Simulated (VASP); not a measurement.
Wanted: the native input for a VASP 6.6.1 run.

- Task: relaxation of cell and atoms
- Functional: PBE
- Potentials or basis: VASP PAW PBE potentials, release 64 (Sn_d, O)
- Cutoff: 600 eV
- k mesh: 10 × 10 × 8
- Occupations: gaussian, width 0.02 eV
- Spin: no spin polarisation
- Dipole correction: no
- Further INCAR settings: ALGO = Normal; EDIFF = 1e-07; IBRION = 2; EDIFFG = -0.01; NSW = 100; ISIF = 3

The structure of SnO2 lies in POSCAR:

```
SnO2
1.0
    3.4719762133      0.0000000000      0.0000000000
    0.0000000000      3.4719762133      0.0000000000
    0.0000000000      0.0000000000      4.8959408029
Sn O
1 2
Direct
    0.0000000000      0.0000000000      0.0000000000
    0.5000000000      0.5000000000      0.1550941563
    0.5000000000      0.5000000000      0.8449058437
```

The cell was built from a structure type or drawn by symmetry, and may not be a known phase.

One way to write it, as run:

INCAR

```
SYSTEM = SnO2
PREC = Accurate ; ENCUT = 600
EDIFF = 1E-7 ; ISMEAR = 0
SIGMA = 0.02 ; LREAL = .FALSE.
LASPH = .TRUE. ; NELM = 100
ALGO = Normal ; ISIF = 3
LWAVE = .FALSE. ; LCHARG = .FALSE.
GGA = PE ; IBRION = 2
NSW = 100 ; EDIFFG = -0.01
```

KPOINTS

```
Automatic mesh
0
G
  10 10 8
  0 0 0
```

Potentials or basis: VASP PAW PBE potentials, release 64 (Sn_d, O).

Run with:

```sh
$ cat potpaw_PBE.64/Sn_d/POTCAR potpaw_PBE.64/O/POTCAR > POTCAR
$ mpirun -np 1 vasp_std > vasp.out
```

It gave:

The relaxed volume is 19.66 Å³/atom, the relaxed cell is a = 3.468 Å, b = 3.468 Å, c = 4.903 Å, α = 90.00°, β = 90.00°, γ = 90.00° and the space group after relaxing (to 0.1 Å) is P4/mmm (No. 123). The energy gained by relaxing is 0.3 meV/atom. The ionic steps are 5, the pressure after relaxing is 0.0 GPa and the largest force after relaxing is 0.006 eV/Å. The band gap on the k mesh is 0.50 eV (least direct gap 1.27 eV).

Caveat: spin-orbit coupling is left out, which moves the levels of the heavy elements.

It took 2.1 min on 1 thread of Intel(R) Xeon(R) 6975P-C (Granite Rapids), on a shared host, peak memory 0.27 GiB.
